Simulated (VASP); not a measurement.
# HfB2 (P6/mmm) in VASP: further runs

HfB2 is run at these levels: PBE, revPBE+U; tasks: single point.

Program: VASP 6.6.1. These are calculated values, not measurements. Logs are shortened: lines on timing, memory, paths and dates and some standing lists are left out, and cuts for length are marked.

## Step 1: The cell of the first run

It takes space group P6/mmm (No. 191, hexagonal). Conventional cell: a = 3.133 Å, b = 3.133 Å, c = 3.479 Å, α = 90.00°, β = 90.00°, γ = 120.00°. Within 3.3 Å of Hf (site symmetry 6/mmm) lie 12 B at 2.51 Å and 6 Hf at 3.13 Å. B (site symmetry -6m2) has 3 B at 1.81 Å within 2.4 Å.

## Step 2: Single point, PBE

Contents of INCAR:

```
SYSTEM = HfB2
PREC = Accurate
ENCUT = 500
EDIFF = 1E-6
ISMEAR = -4
SIGMA = 0.1
LREAL = .FALSE.
LASPH = .TRUE.
NELM = 120
ALGO = Normal
ISIF = 2
LWAVE = .FALSE.
LCHARG = .FALSE.
GGA = PE
NBANDS = 15
GGA_COMPAT = .FALSE.
```

Contents of KPOINTS:

```
Automatic mesh
0
G
  6 6 4
  0 0 0
```

Contents of POSCAR:

```
HfB2
1.0
    3.1326790839      0.0000000000      0.0000000000
   -1.5663395419      2.7129796685      0.0000000000
    0.0000000000      0.0000000000      3.4792139900
Hf B
1 2
Direct
    0.0000000000      0.0000000000      0.0000000000
    0.3333333333      0.6666666667      0.5000000000
    0.6666666667      0.3333333333      0.5000000000
```

Potentials or basis: VASP PAW PBE potentials, release 64 (Hf_pv, B).

Launch:

```
$ cat potpaw_PBE.64/Hf_pv/POTCAR potpaw_PBE.64/B/POTCAR > POTCAR
$ mpirun -np 1 vasp_std > vasp.out
```

OUTCAR:

```text
SYSTEM = HfB2
   PREC = Accurate
   ENCUT = 500
   EDIFF = 1E-6
   ISMEAR = -4
   LREAL = .FALSE.
   LASPH = .TRUE.
   NELM = 120
   ISIF = 2
   GGA = PE

 ion  position               nearest neighbor table
   1  0.000  0.000  0.000-   2 2.51   3 2.51   2 2.51   3 2.51   2 2.51   2 2.51   3 2.51   3 2.51
                             3 2.51   3 2.51   2 2.51   2 2.51
   2  0.333  0.667  0.500-   3 1.81   3 1.81   3 1.81   1 2.51   1 2.51   1 2.51   1 2.51   1 2.51
                             1 2.51
   3  0.667  0.333  0.500-   2 1.81   2 1.81   2 1.81   1 2.51   1 2.51   1 2.51   1 2.51   1 2.51
                             1 2.51

  LATTYP: Found a hexagonal cell.
 ALAT       =     3.1326790839
 C/A-ratio  =     1.1106193443

  Lattice vectors:

 A1 = (   3.1326790839,   0.0000000000,   0.0000000000)
 A2 = (  -1.5663395419,   2.7129796685,   0.0000000000)
 A3 = (   0.0000000000,   0.0000000000,   3.4792139900)

Analysis of symmetry for initial positions (statically):
=====================================================================
 Subroutine PRICEL returns:
 Original cell was already a primitive cell.

 Routine SETGRP: Setting up the symmetry group for a
 hexagonal supercell.

 Subroutine GETGRP returns: Found 24 space group operations
 (whereof 24 operations were pure point group operations)
 out of a pool of 24 trial point group operations.

The static configuration has the point symmetry D_6h.

Analysis of symmetry for dynamics (positions and initial velocities):
=====================================================================
 Subroutine PRICEL returns:
 Original cell was already a primitive cell.

 Routine SETGRP: Setting up the symmetry group for a
 hexagonal supercell.

 Subroutine GETGRP returns: Found 24 space group operations
 (whereof 24 operations were pure point group operations)
 out of a pool of 24 trial point group operations.

The dynamic configuration has the point symmetry D_6h.

 Subroutine INISYM returns: Found 24 space group operations
 (whereof 24 operations are pure point group operations),
 and found     1 'primitive' translations

----------------------------------------------------------------------------------------

                                     Primitive cell

  volume of cell :      29.5695

  direct lattice vectors                    reciprocal lattice vectors
     3.132679084  0.000000000  0.000000000     0.319215589  0.184299206  0.000000000
    -1.566339542  2.712979669  0.000000000     0.000000000  0.368598413  0.000000000
     0.000000000  0.000000000  3.479213990     0.000000000  0.000000000  0.287421240
[... 98 lines left out ...]
   EFERMI =   0.00;   METHOD = LEGACY
   ISMEAR =    -4;   SIGMA  =   0.10  broadening in eV -4-tet -1-fermi 0-gaus
   EFERMI_NEDOS =   21; number of points for ismear=-14 and -15
   IALGO  =     38    algorithm
   IMIX   =      4    mixing-type and parameters
     AMIX     =   0.40;   BMIX     =  1.00
     AMIX_MAG =   1.60;   BMIX_MAG =  1.00
  volume/ion in A,a.u.               =       9.86        66.51
  Fermi-wavevector in a.u.,A,eV,Ry     =   1.334034  2.520959 24.213571  1.779647
  Thomas-Fermi vector in A             =   2.462847
   LORBIT       =      0    0 simple, 1 ext, 2 COOP (PROOUT), +10 PAW based schemes
   GGA     = PE    functional components
   LHFCALC =     F    Hartree Fock is set to
   AEXX    =    0.0000 exact exchange contribution
   IVDW    =     0    specifies the selected vdW correction
   LEPSILON=     F    determine dielectric tensor
   LRPA    =     F    only Hartree local field effects (RPA)
 non-spin polarized calculation
 Fermi weights with tetrahedron method witout Bloechl corrections
  energy-cutoff  :      500.00
  volume of cell :       29.57
 maximum number of plane-waves:       760
 NGX is ok and might be reduce to    24
   NGX = 11   NGY = 11   NGZ = 13

 number of electron      15.9999998 magnetization

 Free energy of the ion-electron system (eV)
  ---------------------------------------------------
  ext. energy  EPLUGINS =         0.00000000
  ---------------------------------------------------
  free energy    TOTEN  =       -26.32729484 eV

  energy without entropy =      -26.32729484  energy(sigma->0) =      -26.32729484

 E-fermi :   7.6577     XC(G=0): -12.6205

 val. band max:        8.0484539503   @ k =   0.0000   0.0000   0.5000
 cond. band min:       7.3998936553   @ k =   0.3333   0.1667   0.0000
 fundamental gap:     -0.6485602950
 Fermi energy:         7.6577054434

 k-point     1 :       0.0000    0.0000    0.0000
  band No.  band energies     occupation
      1     -22.9121      2.00000
      2     -22.3879      2.00000
      3     -22.3879      2.00000
      4      -6.0818      2.00000
      5       4.6894      2.00000
      6       4.8124      2.00000
      7       4.8124      2.00000
      8       4.8976      1.99994
      9      11.7652      0.00000
     10      11.7652      0.00000
     11      12.3852      0.00000
     12      12.3852      0.00000
     13      12.7306      0.00000
     14      12.7306      0.00000
[... 347 lines left out ...]
      2     -22.8937      2.00000
      3     -22.8937      2.00000
      4      -1.4582      2.00000
      5      -1.4582      2.00000
      6       2.1886      2.00000
      7       4.5524      2.00000
      8       4.5524      2.00000
      9      12.1708      0.00000
     10      13.1702      0.00000
     11      14.6784      0.00000
     12      14.6784      0.00000
     13      15.0962      0.00000
     14      15.0962      0.00000
     15      17.2299      0.00000

------------------------ aborting loop because EDIFF is reached ----------------------------------------

  FORCE on cell =-STRESS in cart. coord.  units (eV):
  Direction    XX          YY          ZZ          XY          YZ          ZX
  --------------------------------------------------------------------------------------
  -------------------------------------------------------------------------------------
  Total        0.6896080      0.6896080      0.0674511      0.0000000     -0.0000000     -0.0000000
  in kB       37.3653712     37.3653712      3.6547383      0.0000000     -0.0000000     -0.0000000
  external PRESSURE =      26.1284936 kB  Pullay stress =       0.0000000 kB

 VOLUME and BASIS-vectors are now :
 -----------------------------------------------------------------------------
  energy-cutoff  :      500.00
  volume of cell :       29.57
      direct lattice vectors                 reciprocal lattice vectors
     3.132679084  0.000000000  0.000000000     0.319215589  0.184299206  0.000000000
    -1.566339542  2.712979669  0.000000000     0.000000000  0.368598413  0.000000000
     0.000000000  0.000000000  3.479213990     0.000000000  0.000000000  0.287421240

 POSITION                                       TOTAL-FORCE (eV/Angst)
 -----------------------------------------------------------------------------------
      0.00000      0.00000      0.00000         0.000000      0.000000      0.000000
     -0.00000      1.80865      1.73961        -0.000000     -0.000000      0.000000
      1.56634      0.90433      1.73961         0.000000      0.000000      0.000000
 -----------------------------------------------------------------------------------
    total drift:                               -0.000000      0.000000      0.000000

  FREE ENERGIE OF THE ION-ELECTRON SYSTEM (eV)
  ---------------------------------------------------
  free  energy   TOTEN  =       -26.3272948362 eV

  energy  without entropy=      -26.3272948362  energy(sigma->0) =      -26.32729484
```

OSZICAR:

```text
N       E                     dE             d eps       ncg     rms          rms(c)
DAV:   1     0.268122045520E+02    0.26812E+02   -0.77332E+03   630   0.973E+02
DAV:   2    -0.272084076424E+02   -0.54021E+02   -0.51253E+02   819   0.216E+02
DAV:   3    -0.286933663555E+02   -0.14850E+01   -0.14813E+01   784   0.259E+01
DAV:   4    -0.286992778137E+02   -0.59115E-02   -0.59104E-02   756   0.205E+00
DAV:   5    -0.286993171355E+02   -0.39322E-04   -0.39321E-04   798   0.142E-01    0.529E+01
DAV:   6    -0.264323455985E+02    0.22670E+01   -0.28143E+00   749   0.121E+01    0.388E+01
DAV:   7    -0.263763548590E+02    0.55991E-01   -0.79944E-01   791   0.661E+00    0.121E+01
DAV:   8    -0.263286551167E+02    0.47700E-01   -0.15625E-01   721   0.298E+00    0.151E+00
DAV:   9    -0.263273033208E+02    0.13518E-02   -0.93192E-03   749   0.764E-01    0.301E-01
DAV:  10    -0.263272966669E+02    0.66539E-05   -0.26044E-04   812   0.117E-01    0.206E-01
DAV:  11    -0.263272972097E+02   -0.54284E-06   -0.26782E-05   777   0.412E-02    0.893E-02
DAV:  12    -0.263272946896E+02    0.25202E-05   -0.40655E-06   749   0.167E-02    0.170E-02
DAV:  13    -0.263272948362E+02   -0.14663E-06   -0.19970E-07   378   0.377E-03
   1 F= -.26327295E+02 E0= -.26327295E+02  d E =0.000000E+00
```

It took 4.6 s on 1 thread of Intel Xeon 6975P-C (Granite Rapids), shared host; peak memory 0.14 GiB.

What came out:

```
Free energy            : -26.3273 eV
Pressure               : 2.6 GPa
Band gap on the k mesh : zero (band 8 reaches 8.05 eV, above the bottom of band 9 at 7.40 eV)
```

Stress tensor (GPa, compression positive):
```
3.74 0.00 0.00
0.00 3.74 0.00
0.00 0.00 0.37
```

Levels at points of the mesh, in eV from the Fermi level:
| k point | band 6 | band 7 | band 8 | band 9 | band 10 | band 11 |
| --- | --- | --- | --- | --- | --- | --- |
| (0.00, 0.00, 0.00) | -2.85 | -2.85 | -2.76 | 4.11 | 4.11 | 4.73 |
| (0.50, 0.00, 0.00) | -4.12 | -3.40 | -2.82 | 2.15 | 2.79 | 5.66 |
| (0.00, 0.00, 0.50) | -1.15 | -1.15 | 0.39 | 0.39 | 1.07 | 1.07 |
| (0.50, 0.00, 0.50) | -4.93 | -4.67 | -2.62 | 4.08 | 4.21 | 6.38 |

Caveat: the k points lie up to 0.45 Å⁻¹ apart; spin-orbit coupling is left out, which moves the levels of the heavy elements.

## Step 3: Single point, PBE

This run uses another cell than the first one, of 11.04 Å³/atom, 1.120 times its volume.

Contents of INCAR:

```
SYSTEM = HfB2
PREC     = Accurate       ! precision mode
ENCUT    = 500            ! plane-wave cutoff, eV
EDIFF    = 1E-6           ! SCF threshold, eV
ISMEAR   = 0              ! smearing method
SIGMA    = 0.1            ! smearing width, eV
LREAL    = .False.        ! projectors in reciprocal space
LASPH    = .True.         ! aspherical terms in the spheres
NELM     = 120            ! most SCF steps
ALGO     = Normal         ! electronic algorithm
ISIF     = 2              ! what is computed and relaxed
LWAVE    = .False.        ! write WAVECAR
LCHARG   = .True.         ! write CHGCAR
GGA      = PE             ! functional
LELF     = .True.         ! ELF
LVHAR    = .True.       
NBANDS   = 15             ! bands
ISYM     = 0            
GGA_COMPAT= .False.
```

Contents of KPOINTS:

```
Automatic mesh
0
Gamma
  3 3 4
  0.22 0.52 0.56
```

Contents of POSCAR:

```
HfB2
1.0
    3.2532835332      0.0000000000      0.0000000000
   -1.6266417666      2.8174261855      0.0000000000
    0.0000000000      0.0000000000      3.6131596244
Hf B
1 2
Direct
    0.0000000000      0.0000000000      0.0000000000
    0.3333333333      0.6666666667      0.5000000000
    0.6666666667      0.3333333333      0.5000000000
```

Potentials or basis: VASP PAW PBE potentials, release 64 (Hf_pv, B).

Launch:

```
$ cat potpaw_PBE.64/Hf_pv/POTCAR potpaw_PBE.64/B/POTCAR > POTCAR
$ mpirun -np 1 vasp_std > vasp.out
```

OUTCAR:

```text
SYSTEM = HfB2
   PREC = Accurate
   ENCUT = 500
   EDIFF = 1E-6
   ISMEAR = 0
   LREAL = .False.
   LASPH = .True.
   NELM = 120
   ISIF = 2
   GGA = PE
   ISYM = 0

 ion  position               nearest neighbor table
   1  0.000  0.000  0.000-   2 2.61   3 2.61   2 2.61   3 2.61   3 2.61   3 2.61   2 2.61   2 2.61
                             3 2.61   3 2.61   2 2.61   2 2.61
   2  0.333  0.667  0.500-   3 1.88   3 1.88   3 1.88   1 2.61   1 2.61   1 2.61   1 2.61   1 2.61
                             1 2.61
   3  0.667  0.333  0.500-   2 1.88   2 1.88   2 1.88   1 2.61   1 2.61   1 2.61   1 2.61   1 2.61
                             1 2.61
[... 593 lines left out ...]
  --------------------------------------------------------------------------------------
  -------------------------------------------------------------------------------------
  Total       -4.5048665     -4.5048667     -4.1876778     -0.0000009      0.0000001      0.0000002
  in kB     -217.9369648   -217.9369761   -202.5919723     -0.0000428      0.0000037      0.0000104
  external PRESSURE =    -212.8219711 kB  Pullay stress =       0.0000000 kB

 VOLUME and BASIS-vectors are now :
 -----------------------------------------------------------------------------
  energy-cutoff  :      500.00
  volume of cell :       33.12
      direct lattice vectors                 reciprocal lattice vectors
     3.253283533  0.000000000  0.000000000     0.307381754  0.177466939  0.000000000
    -1.626641767  2.817426186  0.000000000     0.000000000  0.354933877  0.000000000
     0.000000000  0.000000000  3.613159624     0.000000000  0.000000000  0.276766073

 POSITION                                       TOTAL-FORCE (eV/Angst)
 -----------------------------------------------------------------------------------
      0.00000      0.00000      0.00000         0.000000     -0.000000     -0.000000
     -0.00000      1.87828      1.80658        -0.000000      0.000000      0.000000
      1.62664      0.93914      1.80658         0.000000     -0.000000     -0.000000
 -----------------------------------------------------------------------------------
    total drift:                               -0.000000     -0.000000      0.000000

  FREE ENERGIE OF THE ION-ELECTRON SYSTEM (eV)
  ---------------------------------------------------
  free  energy   TOTEN  =       -26.1359915360 eV

  energy  without entropy=      -26.1354088343  energy(sigma->0) =      -26.13570019
```

Wall time 56 s (1 thread of Intel Xeon 6975P-C (Granite Rapids), shared host); peak memory 0.31 GiB.

Results:

* Free energy: -26.1360 eV
* Pressure: -21.3 GPa
* Band gap on the k mesh: 0.26 eV, indirect (least direct gap 0.70 eV)

Stress tensor (GPa, compression positive):
```
-21.79   0.00   0.00
  0.00 -21.79   0.00
  0.00   0.00 -20.26
```

Levels at points of the mesh, in eV from the valence-band top:
| k point | band 6 | band 7 | band 8 | band 9 | band 10 | band 11 |
| --- | --- | --- | --- | --- | --- | --- |
| (0.07, -0.16, -0.11) | -3.58 | -2.76 | -1.45 | 1.75 | 2.63 | 3.81 |

Caveat: the k points lie up to 0.74 Å⁻¹ apart; spin-orbit coupling is left out, which moves the levels of the heavy elements.

## Step 4: Single point, revPBE+U

Contents of INCAR:

```
SYSTEM = HfB2
PREC = Accurate
ENCUT = 500
EDIFF = 1E-6
ISMEAR = 0
SIGMA = 0.1
LREAL = .FALSE.
LASPH = .TRUE.
NELM = 200
ALGO = Normal
ISIF = 2
LWAVE = .FALSE.
LCHARG = .TRUE.
LMAXMIX = 4
LDAU = .TRUE.
LDAUTYPE = 1
LDAUL = 2 -1
LDAUU = 8.3 0
LDAUJ = 0.94 0
LDAUPRINT = 1
GGA = RE
LELF = .TRUE.
LVHAR = .TRUE.
NBANDS = 15
GGA_COMPAT = .FALSE.
```

Contents of KPOINTS:

```
Automatic mesh
0
G
  4 4 4
  0 0 0
```

Contents of POSCAR:

```
HfB2
1.0
    3.1326790839      0.0000000000      0.0000000000
   -1.5663395419      2.7129796685      0.0000000000
    0.0000000000      0.0000000000      3.4792139900
Hf B
1 2
Direct
    0.0000000000      0.0000000000      0.0000000000
    0.3333333333      0.6666666667      0.5000000000
    0.6666666667      0.3333333333      0.5000000000
```

Launch:

```
$ cat potpaw_PBE.64/Hf_pv/POTCAR potpaw_PBE.64/B/POTCAR > POTCAR
$ mpirun -np 1 vasp_std > vasp.out
```

Wall time 3.4 s (1 thread of Intel Xeon 6975P-C (Granite Rapids), shared host); peak memory 0.14 GiB.

Results (log left out):

- Free energy: -20.2033 eV
- Pressure: 28.0 GPa
- Band gap on the k mesh: zero (band 8 reaches 9.36 eV, above the bottom of band 9 at 9.27 eV)

Stress tensor (GPa, compression positive):
```
25.05  0.00  0.00
 0.00 25.05  0.00
 0.00  0.00 33.96
```

Levels at points of the mesh, in eV from the Fermi level:
```
           k point  band 6  band 7  band 8  band 9  band 10  band 11
(0.00, 0.00, 0.00)   -3.44   -3.44   -3.41    3.87     3.96     3.96
(0.50, 0.00, 0.00)   -4.59   -4.40   -3.09    1.00     2.91     4.80
(0.00, 0.00, 0.50)   -2.08   -2.08    0.15    0.15     1.08     1.08
(0.50, 0.00, 0.50)   -5.57   -5.38   -4.00    2.89     4.23     6.64
```

Eigenvalues of the final occupation matrices:
```csv
site,spin,trace,eigenvalues
site 1 d,1,0.80,0.14 0.16 0.16 0.17 0.17
site 1 d,2,0.80,0.14 0.16 0.16 0.17 0.17
```

Caveat: the k points lie up to 0.58 Å⁻¹ apart; the PAW data sets were made with another functional, which shifts forces and pressure a little; spin-orbit coupling is left out, which moves the levels of the heavy elements; U without spin polarisation on a metal has little footing; the U is typed as a test and isn't derived for this compound.

## Step 5: The runs side by side

| level | U | cell | k mesh | smearing | LDAUTYPE | hund's J | gap on the mesh (eV) | pressure (GPa) |
| --- | --- | --- | --- | --- | --- | --- | --- | --- |
| PBE | - | a = 3.133, b = 3.133, c = 3.479 Å, angles 90.0, 90.0, 120.0°, 3 atoms | 6 × 6 × 4 | tetrahedron | - | - | none | 2.6 |
| PBE | - | a = 3.253, b = 3.253, c = 3.613 Å, angles 90.0, 90.0, 120.0°, 3 atoms | 3 × 3 × 4, shifted | gaussian 0.1 eV | - | - | 0.26 | -21.3 |
| revPBE+U | Hf d U = 8.3 eV, J = 0.94 eV | a = 3.133, b = 3.133, c = 3.479 Å, angles 90.0, 90.0, 120.0°, 3 atoms | 4 × 4 × 4 | gaussian 0.1 eV | 1 | 0.94 | none | 28.0 |

Alike in all rows: task single point; potentials or basis VASP PAW PBE potentials, release 64 (Hf_pv, B); no spin polarisation; cutoff (eV) 500.

Caveats: all runs use coarse meshes; spin-orbit coupling is left out, which moves the levels of the heavy elements; the PAW data sets were made with another functional, which shifts forces and pressure a little (some runs); U without spin polarisation on a metal has little footing (some runs); the U is typed as a test and isn't derived for this compound (some runs).

Total energies depend on the potentials used, so only differences within one code and one set of settings carry meaning.
